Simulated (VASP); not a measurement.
Here is a VASP 6.6.1 calculation.

The input INCAR:

```
  PREC = Accurate
  ENCUT = 520
  EDIFF = 1E-6
  ISMEAR = 0
  SIGMA = 0.1
  LREAL = False
  LASPH = True
  NELM = 100
  ALGO = Normal
  ISIF = 2
  LWAVE = False
  LCHARG = False
  GGA = PE
  NBANDS = 36
```

KPOINTS

```
regular mesh
0
Gamma
  6 6 4
```

File POSCAR:

```
GeW
1.0
    4.0398916600      0.0000000000      0.0000000000
   -2.0199458300      3.4986488100      0.0000000000
    0.0000000000      0.0000000000      4.9037920800
Ge W
2 2
Direct
    0.0000000000      0.0000000000      0.0000000000
    0.0000000000      0.0000000000      0.5000000000
    0.3333333300      0.6666666700      0.2500000000
    0.6666666700      0.3333333300      0.7500000000
```

Potentials or basis: VASP PAW PBE potentials, release 64 (Ge_d, W_sv).

Command:

```bash
$ cat potpaw_PBE.64/Ge_d/POTCAR potpaw_PBE.64/W_sv/POTCAR > POTCAR
$ mpirun -np 1 vasp_std > vasp.out
```

Problem. Estimate the band gap on the k mesh.

Solution. Zero (band 28 reaches 9.36 eV, above the bottom of band 29 at 7.78 eV).

Problem. What does it give for the pressure?

Solution. -1.7 GPa.

Stress tensor (GPa, compression positive):
```
-3.96  0.00  0.00
 0.00 -3.96  0.00
 0.00  0.00  2.88
```

Caveat: spin-orbit coupling is left out, which moves the levels of the heavy elements.
